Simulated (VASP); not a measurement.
Write the native input for VASP 6.6.1 that does the following.

```yaml
Task: single point
Functional: PBEsol
Potentials_or_basis: VASP PAW PBE potentials, release 64 (Ta_pv, N)
Cutoff: 600 eV
k_mesh: 11 × 11 × 11
Occupations: methfessel-paxton, width 0.15 eV
Spin: no spin polarisation
Dipole_correction: no
Further_INCAR_settings: ALGO = Normal; EDIFF = 1e-06; NBANDS = 15
```

The structure of TaN lies in POSCAR:

```
TaN
1.0
    0.0000000000      2.2287010763      2.2287010763
    2.2287010763      0.0000000000      2.2287010763
    2.2287010763      2.2287010763      0.0000000000
Ta N
1 1
Direct
    0.5000000000      0.5000000000      0.5000000000
    0.0000000000      0.0000000000      0.0000000000
```

These files were run (other wordings do the same):

INCAR

```
  ALGO = Normal
  EDIFF = 1E-6
  ENCUT = 600
  GGA = PS
  GGA_COMPAT = False
  ISIF = 2
  ISMEAR = 1
  LASPH = True
  LCHARG = False
  LREAL = False
  LWAVE = False
  NBANDS = 15
  NELM = 120
  PREC = Accurate
  SIGMA = 0.15
```

KPOINTS

```
k-points
0
Gamma
  11 11 11
```

Potentials or basis: VASP PAW PBE potentials, release 64 (Ta_pv, N).

Launch:

```sh
$ cat potpaw_PBE.64/Ta_pv/POTCAR potpaw_PBE.64/N/POTCAR > POTCAR
$ mpirun -np 1 vasp_std > vasp.out
```

It gave:

The pressure is -16.9 GPa and the band gap on the k mesh is zero (band 8 reaches 10.51 eV, above the bottom of band 9 at 6.90 eV).

Caveat: the PAW data sets were made with another functional, which shifts forces and pressure a little; spin-orbit coupling is left out, which moves the levels of the heavy elements.

Run time: 43 s on 1 thread of Intel Xeon 6975P-C (shared host), peak memory 0.17 GiB.
